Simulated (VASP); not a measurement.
Here is a VASP 6.6.1 calculation.

The input INCAR:

```
SYSTEM = MoPd
  PREC = Accurate
  ENCUT = 520
  EDIFF = 1E-7
  ISMEAR = -1
  SIGMA = 0.1
  LREAL = .FALSE.
  LASPH = .TRUE.
  NELM = 100
  ALGO = Normal
  ISIF = 2
  LWAVE = .FALSE.
  LCHARG = .FALSE.
  GGA = CA
  NBANDS = 19
```

KPOINTS

```
regular mesh
0
G
  9 9 5
  0 0 0
```

The input POSCAR:

```
MoPd
1.0
    2.7275478464      0.0000000000      0.0000000000
   -1.3637739232      2.3621257250      0.0000000000
    0.0000000000      0.0000000000      4.4823886044
Mo Pd
1 1
Direct
    0.6666666667      0.3333333333      0.5000000000
    0.3333333333      0.6666666667      0.0000000000
```

Potentials or basis: VASP PAW LDA potentials, release 64 (Mo_sv, Pd).

Run with:

```sh
$ cat potpaw_LDA.64/Mo_sv/POTCAR potpaw_LDA.64/Pd/POTCAR > POTCAR
$ mpirun -np 1 vasp_std > vasp.out
```

**Question.** Predict the band gap on the k mesh.

**Answer.** Zero (band 12 reaches 13.33 eV, above the bottom of band 13 at 11.29 eV).

**Question.** What does it give for the pressure?

**Answer.** 0.8 GPa.

Stress tensor (GPa, compression positive):
```
0.72 0.00 0.00
0.00 0.72 0.00
0.00 0.00 0.95
```
